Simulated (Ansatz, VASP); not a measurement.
One calculation of Cr, two programs

```xyz
4
Lattice="2.6209 0.0000 0.0000 -1.3104 2.2697 0.0000 0.0000 0.0000 8.1709" Properties=species:S:1:pos:R:3 pbc="T T T"
Cr    0.0000    1.5132    3.0818
Cr    1.3104    0.7566    7.1672
Cr    1.3104    0.7566    5.0891
Cr    0.0000    1.5132    1.0037
```

Alike in both runs: functional PBE; k mesh 21 × 21 × 6; occupations gaussian, width 0.1 eV; no spin polarisation.

Ansatz relaxed the structure, and its values are those at the end. VASP's run is a single point on that final structure, the one shown.

```csv
,VASP,Ansatz
version,VASP 6.6.1,Ansatz 0.2.0
potentials or method,"VASP PAW PBE potentials, release 64 (Cr_pv), cutoff 520 eV","scalar-relativistic, plane waves, PAW"
valence electrons in the cell,48,56
```

Ansatz gave:

* gap on the k mesh at the Fermi level (eV): none
* pressure (GPa): 0.0
* rms of the force components (eV/Å): 0.000

Question: Which values does VASP return?

Answer: gap on the k mesh at the Fermi level (eV): none; pressure (GPa): 0.2; rms of the force components (eV/Å): 0.082.

A gap of «none» marks a metal or a gap that the smearing closes. VASP's potentials hold 48 valence electrons a cell and Ansatz's 56, so a difference there can come from the potentials and not from the codes.
